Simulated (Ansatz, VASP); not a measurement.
# Sn: VASP beside Ansatz

INCAR

```
SYSTEM = Sn
ALGO     = Normal         ! electronic algorithm
EDIFF    = 1E-6           ! SCF threshold, eV
ENCUT    = 500            ! plane-wave cutoff, eV
GGA      = PS             ! functional
GGA_COMPAT= .False.      
ISIF     = 2              ! what is computed and relaxed
ISMEAR   = 0              ! smearing method
LASPH    = .True.         ! aspherical terms in the spheres
LCHARG   = .True.         ! write CHGCAR
LELF     = .True.         ! ELF
LREAL    = .False.        ! projectors in reciprocal space
LVHAR    = .True.       
LWAVE    = .False.        ! write WAVECAR
NBANDS   = 21             ! bands
NELM     = 120            ! most SCF steps
PREC     = Accurate       ! precision mode
SIGMA    = 0.1            ! smearing width, eV
```

Contents of KPOINTS:

```
k-points
0
Gamma
  4 4 4
  0 0 0
```

The input POSCAR:

```
Sn
1.0
    0.0000000000      3.2705270535      3.2705270535
    3.2705270535      0.0000000000      3.2705270535
    3.2705270535      3.2705270535      0.0000000000
Sn
2
Direct
    0.5000000000      0.5000000000      0.5000000000
    0.7500000000      0.7500000000      0.7500000000
```

Input for Ansatz:

```yaml
crystal:
  lattice:
    - [0.0, 3.2705270535, 3.2705270535]
    - [3.2705270535, 0.0, 3.2705270535]
    - [3.2705270535, 3.2705270535, 0.0]
  atoms:
    - { symbol: Sn, position: [0.5, 0.5, 0.5] }
    - { symbol: Sn, position: [0.75, 0.75, 0.75] }
basis:
  ecutwfc: 420
kpoints:
  mp_grid: { grid: [4, 4, 4] }
hamiltonian:
  xc: pbesol
  pseudopotentials: { kind: paw, azcp: { folder: soft_1 } }
scf:
  occupations: { method: gaussian, width: 0.1 }
output:
  forces: true
  stress: true
  eigenvalues: true
```

Alike in both runs: task single point; functional PBEsol; k mesh 4 × 4 × 4; occupations gaussian, width 0.1 eV; no spin polarisation.

|  | VASP | Ansatz |
| --- | --- | --- |
| version | VASP 6.6.1 | Ansatz 0.2.0 |
| potentials or method | VASP PAW PBE potentials, release 64 (Sn_d), cutoff 500 eV | scalar-relativistic, plane waves, PAW |
| valence electrons in the cell | 28 | 28 |

|  | VASP | Ansatz | Ansatz less VASP |
| --- | --- | --- | --- |
| gap on the k mesh at the Fermi level (eV) | none | none | - |
| pressure (GPa) | 0.6 | 0.6 | +0.06 |

VASP's potentials were made for PBE, not for PBEsol, and Ansatz warns of the same on its side. A gap of «none» marks a metal or a gap that the smearing closes.

The k mesh is coarse, so the values compare programs but aren't converged.
